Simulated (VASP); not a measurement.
# Fe3CoGe4 (C2/m) in VASP: single point with PBE

Aim: the single point of Fe3CoGe4 with PBE.

Program: VASP 6.6.1. These are calculated values, not measurements. Logs are shortened: lines on timing, memory, paths and dates and some standing lists are left out, and cuts for length are marked.

**1. The cell of the first run**

The structure is monoclinic, space group C2/m (No. 12). Conventional cell: a = 11.984 Å, b = 3.923 Å, c = 4.893 Å, α = 90.00°, β = 104.76°, γ = 90.00°. Within 3.2 Å of Fe (site symmetry 2/m) lie 2 Co at 2.45 Å and 6 Ge at 2.47 to 2.52 Å and 2 Fe at 2.65 Å. Within 3.2 Å of Fe (site symmetry m) lie 7 Ge at 2.44 to 2.76 Å and 3 Fe at 2.46 to 2.65 Å and 1 Co at 2.73 Å. Within 3.2 Å of Co (site symmetry 2/m) lie 6 Ge at 2.41 to 2.43 Å and 4 Fe at 2.45 to 2.73 Å. Within 3.3 Å of Ge (site symmetry m) lie 1 Co at 2.41 Å and 5 Fe at 2.44 to 2.69 Å and 5 Ge at 2.73 to 3.30 Å. Within 3.3 Å of Ge (site symmetry m) lie 2 Co at 2.43 Å and 5 Fe at 2.47 to 2.76 Å and 5 Ge at 2.88 to 3.30 Å.

**2. Single point, PBE, collinear spin, ferromagnetic start**

The input, INCAR:

```
SYSTEM = Fe3CoGe4
PREC = Accurate
ENCUT = 520
EDIFF = 1E-7
ISMEAR = 0
SIGMA = 0.1
LREAL = .FALSE.
LASPH = .TRUE.
NELM = 150
ALGO = Normal
ISIF = 2
LWAVE = .FALSE.
LCHARG = .FALSE.
ISPIN = 2
MAGMOM = 2.06 2.06 2.06 0.72 0 0 0 0
LORBIT = 11
LMAXMIX = 4
GGA = PE
NBANDS = 58
```

The input, KPOINTS:

```
Automatic mesh
0
G
  6 6 4
  0 0 0
```

The input, POSCAR:

```
Fe3CoGe4
1.0
    5.9918426495     -1.9614552091      0.0036954911
    5.9918426495      1.9614552091      0.0036954911
   -1.2492759196      0.0000000000      4.7308457389
Fe Co Ge
3 1 4
Direct
    0.0000000000      0.0000000000      0.0000000000
    0.7936315270      0.7936315270      0.6391129799
    0.2063684730      0.2063684730      0.3608870201
    0.0000000000      0.0000000000      0.5000000000
    0.1842975381      0.1842975381      0.8431742168
    0.8157024619      0.8157024619      0.1568257832
    0.4291382986      0.4291382986      0.6975637245
    0.5708617014      0.5708617014      0.3024362755
```

Potentials or basis: VASP PAW PBE potentials, release 64 (Fe, Co, Ge_d).

Command:

```sh
$ cat potpaw_PBE.64/Fe/POTCAR potpaw_PBE.64/Co/POTCAR potpaw_PBE.64/Ge_d/POTCAR > POTCAR
$ mpirun -np 1 vasp_std > vasp.out
```

OUTCAR:

```text
SYSTEM = Fe3CoGe4
   PREC = Accurate
   ENCUT = 520
   EDIFF = 1E-7
   ISMEAR = 0
   LREAL = .FALSE.
   LASPH = .TRUE.
   NELM = 150
   ISIF = 2
   ISPIN = 2
   LORBIT = 11
   GGA = PE

 ion  position               nearest neighbor table
   1  0.000  0.000  0.000-   4 2.45   4 2.45   8 2.47   8 2.47   7 2.47   7 2.47   6 2.52   5 2.52
                             2 2.65   3 2.65
   2  0.794  0.794  0.639-   6 2.44   3 2.46   3 2.46   6 2.48   7 2.52   7 2.52   1 2.65   5 2.69
                             5 2.69   4 2.73   8 2.76
   3  0.206  0.206  0.361-   5 2.44   2 2.46   2 2.46   5 2.48   8 2.52   8 2.52   1 2.65   6 2.69
                             6 2.69   4 2.73   7 2.76
   4  0.000  0.000  0.500-   5 2.41   6 2.41   8 2.43   8 2.43   7 2.43   7 2.43   1 2.45   1 2.45
                             3 2.73   2 2.73
   5  0.184  0.184  0.843-   4 2.41   3 2.44   3 2.48   1 2.52   2 2.69   2 2.69   6 2.73   6 2.73

   6  0.816  0.816  0.157-   4 2.41   2 2.44   2 2.48   1 2.52   3 2.69   3 2.69   5 2.73   5 2.73

   7  0.429  0.429  0.698-   4 2.43   4 2.43   1 2.47   1 2.47   2 2.52   2 2.52   3 2.76   8 2.88

   8  0.571  0.571  0.302-   4 2.43   4 2.43   1 2.47   1 2.47   3 2.52   3 2.52   2 2.76   7 2.88

  LATTYP: Found a base centered monoclinic cell.
 ALAT       =    11.9836875782
 B/A-ratio  =     0.3273541965
 C/A-ratio  =     0.4083062541
 COS(beta)  =    -0.2547218886

  Lattice vectors:

 A1 = (   5.9918426495,  -1.9614552091,   0.0036954911)
 A2 = (   5.9918426495,   1.9614552091,   0.0036954911)
 A3 = (  -1.2492759196,   0.0000000000,   4.7308457389)

Analysis of symmetry for initial positions (statically):
=====================================================================
 Subroutine PRICEL returns:
 Original cell was already a primitive cell.

 Routine SETGRP: Setting up the symmetry group for a
 base centered monoclinic supercell.

 Subroutine GETGRP returns: Found  4 space group operations
 (whereof  4 operations were pure point group operations)
 out of a pool of  4 trial point group operations.

The static configuration has the point symmetry C_2h.

Analysis of symmetry for dynamics (positions and initial velocities):
=====================================================================
 Subroutine PRICEL returns:
 Original cell was already a primitive cell.

 Routine SETGRP: Setting up the symmetry group for a
 base centered monoclinic supercell.

 Subroutine GETGRP returns: Found  4 space group operations
 (whereof  4 operations were pure point group operations)
 out of a pool of  4 trial point group operations.

The dynamic configuration has the point symmetry C_2h.

Analysis of structural, dynamic, and magnetic symmetry:
=====================================================================
 Subroutine PRICEL returns:
 Original cell was already a primitive cell.

 Routine SETGRP: Setting up the symmetry group for a
 base centered monoclinic supercell.

 Subroutine GETGRP returns: Found  4 space group operations
 (whereof  4 operations were pure point group operations)
 out of a pool of  4 trial point group operations.

The overall configuration has the point symmetry C_2h.

 Subroutine INISYM returns: Found  4 space group operations
 (whereof  4 operations are pure point group operations),
 and found     1 'primitive' translations

----------------------------------------------------------------------------------------

                                     Primitive cell

  volume of cell :     111.2188

  direct lattice vectors                    reciprocal lattice vectors
     5.991842649 -1.961455209  0.003695491     0.083433196 -0.254912780  0.022032230
     5.991842649  1.961455209  0.003695491     0.083433196  0.254912780  0.022032230
    -1.249275920  0.000000000  4.730845739    -0.000130347  0.000000000  0.211344274

  length of vectors
     6.304720337  6.304720337  4.893014585     0.269122728  0.269122728  0.211344315

  position of ions in fractional coordinates (direct lattice)
     0.000000000  0.000000000  0.000000000
     0.793631527  0.793631527  0.639112980
     0.206368473  0.206368473  0.360887020
     1.000000000  1.000000000  0.500000000
     0.184297538  0.184297538  0.843174217
     0.815702462  0.815702462  0.156825783
     0.429138299  0.429138299  0.697563725
[... 71 lines left out ...]
   ions per type =               3   1   4
   NGX,Y,Z   is equivalent  to a cutoff of  12.66, 12.66, 12.23 a.u.
   NGXF,Y,Z  is equivalent  to a cutoff of  25.31, 25.31, 24.46 a.u.
 SYSTEM =  Fe3CoGe4
   PREC   = accura    normal or accurate (medium, high low for compatibility)
   ISTART =      0    job   : 0-new  1-cont  2-samecut
   ICHARG =      2    charge: 1-file 2-atom 10-const
   ISPIN  =      2    spin polarized calculation?
   LNONCOLLINEAR =      F non collinear calculations
   LSORBIT =      F    spin-orbit coupling
   LASPH  =      T    aspherical Exc in radial PAW
   ENCUT  =  520.0 eV  38.22 Ry    6.18 a.u.  11.72 11.72  9.10*2*pi/ulx,y,z
   NELM   =    150;   NELMIN=  2; NELMDL= -5     # of ELM steps
   EDIFF  = 0.1E-06   stopping-criterion for ELM
   LREAL  =      F    real-space projection
   EDIFFG = 0.1E-05   stopping-criterion for IOM
   NSW    =      0    number of steps for IOM
   IBRION =     -1    ionic relax: 0-MD 1-quasi-New 2-CG
   NFREE  =      0    steps in history (QN), initial steepest desc. (CG)
   ISIF   =      2    stress and relaxation
   ISYM   =      2    0-nonsym 1-usesym 2-fastsym
   POTIM  = 0.5000    time-step for ionic-motion
   TEBEG  =    0.0;   TEEND  =   0.0 temperature during run
   PSTRESS=    0.0 pullay stress
   NELECT =      89.0000    total number of electrons
   NUPDOWN=      -1.0000    fix difference up-down
   EMIN   =  10.00;   EMAX   =-10.00  energy-range for DOS
   EFERMI =   0.00;   METHOD = LEGACY
   ISMEAR =     0;   SIGMA  =   0.10  broadening in eV -4-tet -1-fermi 0-gaus
   EFERMI_NEDOS =   21; number of points for ismear=-14 and -15
   IALGO  =     38    algorithm
   IMIX   =      4    mixing-type and parameters
     AMIX     =   0.40;   BMIX     =  1.00
     AMIX_MAG =   1.60;   BMIX_MAG =  1.00
  volume/ion in A,a.u.               =      13.90        93.82
  Fermi-wavevector in a.u.,A,eV,Ry     =   1.519890  2.872175 31.430337  2.310065
  Thomas-Fermi vector in A             =   2.628814
   LORBIT       =     11    0 simple, 1 ext, 2 COOP (PROOUT), +10 PAW based schemes
   GGA     = PE    functional components
   LHFCALC =     F    Hartree Fock is set to
   AEXX    =    0.0000 exact exchange contribution
   IVDW    =     0    specifies the selected vdW correction
   LEPSILON=     F    determine dielectric tensor
   LRPA    =     F    only Hartree local field effects (RPA)
 spin polarized calculation
 Gauss-broadening in eV      SIGMA  =   0.10
  energy-cutoff  :      520.00
  volume of cell :      111.22
 maximum number of plane-waves:      3018
   NGX = 23   NGY = 23   NGZ = 19

 number of electron      89.0000004 magnetization       6.2334969

 Free energy of the ion-electron system (eV)
  ---------------------------------------------------
  ext. energy  EPLUGINS =         0.00000000
  ---------------------------------------------------
  free energy    TOTEN  =       -50.87381220 eV

  energy without entropy =      -50.85222738  energy(sigma->0) =      -50.86301979

 E-fermi :   7.7027     XC(G=0): -12.3562

 val. band max:        7.6987961775   @ k =   0.5000   0.3333   0.2500
 cond. band min:       7.7068815521   @ k =  -0.3333   0.5000   0.2500
 fundamental gap:      0.0080853745
 Fermi energy:         7.7027211213

 spin component 1

 k-point     1 :       0.0000    0.0000    0.0000
  band No.  band energies     occupation
      1     -17.0857      1.00000
      2     -17.0580      1.00000
      3     -17.0247      1.00000
      4     -17.0085      1.00000
      5     -17.0004      1.00000
      6     -16.9926      1.00000
[... 1405 lines left out ...]
     55      12.5196      0.00000
     56      13.2943      0.00000

 [... further k-points ...]

 spin component 2

 k-point     1 :       0.0000    0.0000    0.0000
  band No.  band energies     occupation
      1     -17.0928      1.00000
      2     -17.0648      1.00000
      3     -17.0334      1.00000
      4     -17.0189      1.00000
      5     -17.0154      1.00000
      6     -17.0014      1.00000
[... 1405 lines left out ...]
     55      12.8934      0.00000
     56      13.6415      0.00000

 [... further k-points ...]

 [bands above 56 left out]

------------------------ aborting loop because EDIFF is reached ----------------------------------------

  FORCE on cell =-STRESS in cart. coord.  units (eV):
  Direction    XX          YY          ZZ          XY          YZ          ZX
  --------------------------------------------------------------------------------------
  -------------------------------------------------------------------------------------
  Total        0.0813488      0.0672524      0.1374978      0.0000000      0.0000000      0.0053998
  in kB        1.1718807      0.9688134      1.9807425      0.0000000      0.0000000      0.0777879
  external PRESSURE =       1.3738122 kB  Pullay stress =       0.0000000 kB

 VOLUME and BASIS-vectors are now :
 -----------------------------------------------------------------------------
  energy-cutoff  :      520.00
  volume of cell :      111.22
      direct lattice vectors                 reciprocal lattice vectors
     5.991842649 -1.961455209  0.003695491     0.083433196 -0.254912780  0.022032230
     5.991842649  1.961455209  0.003695491     0.083433196  0.254912780  0.022032230
    -1.249275920  0.000000000  4.730845739    -0.000130347  0.000000000  0.211344274

 POSITION                                       TOTAL-FORCE (eV/Angst)
 -----------------------------------------------------------------------------------
      0.00000      0.00000      0.00000         0.000000      0.000000      0.000000
      8.71220      0.00000      3.02941        -0.006251      0.000000      0.006658
      2.02221      0.00000      1.70883         0.006251      0.000000     -0.006658
     -0.62464      0.00000      2.36542         0.000000      0.000000      0.000000
      1.15521      0.00000      3.99029         0.007776      0.000000     -0.008961
      9.57920      0.00000      0.74795        -0.007776      0.000000      0.008961
      4.27121      0.00000      3.30324        -0.000888      0.000000      0.028515
      6.46320      0.00000      1.43500         0.000888      0.000000     -0.028515
 -----------------------------------------------------------------------------------
    total drift:                                0.000000     -0.000000     -0.000000

  FREE ENERGIE OF THE ION-ELECTRON SYSTEM (eV)
  ---------------------------------------------------
  free  energy   TOTEN  =       -50.8738121971 eV

  energy  without entropy=      -50.8522273847  energy(sigma->0) =      -50.86301979

 total charge

# of ion       s       p       d       tot
------------------------------------------
    1        0.426   0.542   6.378   7.346
    2        0.412   0.506   6.368   7.286
    3        0.412   0.506   6.368   7.286
    4        0.450   0.556   7.480   8.485
    5        1.129   1.179  10.073  12.381
    6        1.129   1.179  10.073  12.381
    7        1.121   1.198  10.080  12.399
    8        1.121   1.198  10.080  12.399
--------------------------------------------------
tot          6.200   6.864  66.901  79.965

 magnetization (x)

# of ion       s       p       d       tot
------------------------------------------
    1        0.010   0.004   1.834   1.847
    2        0.005   0.006   1.971   1.983
    3        0.005   0.006   1.971   1.983
    4       -0.002  -0.008   0.709   0.699
    5        0.001  -0.067  -0.001  -0.067
    6        0.001  -0.067  -0.001  -0.067
    7       -0.004  -0.052  -0.001  -0.057
    8       -0.004  -0.052  -0.001  -0.057
--------------------------------------------------
tot          0.012  -0.229   6.480   6.264
```

Run time: 39 min. Hardware: 1 thread of Oxide Virtual Turin-like, shared host; peak memory 0.61 GiB.

Results:

* Free energy: -50.8738 eV
* Pressure: 0.1 GPa
* Largest force: 0.029 eV/Å
* Net moment: 6.23 μB per cell
* Site moments: Fe +1.85, +1.98 (each value once); Co +0.70; Ge -0.07, -0.06 (each value once) μB
* Valence electrons inside the program's atomic spheres: Fe 7.35, 7.29 (each value once); Co 8.48; Ge 12.38, 12.40 (each value once)

Forces in eV/Å, atoms in the order of the input:
```
Fe   0.000  0.000  0.000
Fe  -0.006  0.000  0.007
Fe   0.006  0.000 -0.007
Co   0.000  0.000  0.000
Ge   0.008  0.000 -0.009
Ge  -0.008  0.000  0.009
Ge  -0.001  0.000  0.029
Ge   0.001  0.000 -0.029
```

Stress tensor (GPa, compression positive):
```
0.12 0.00 0.01
0.00 0.10 0.00
0.01 0.00 0.20
```
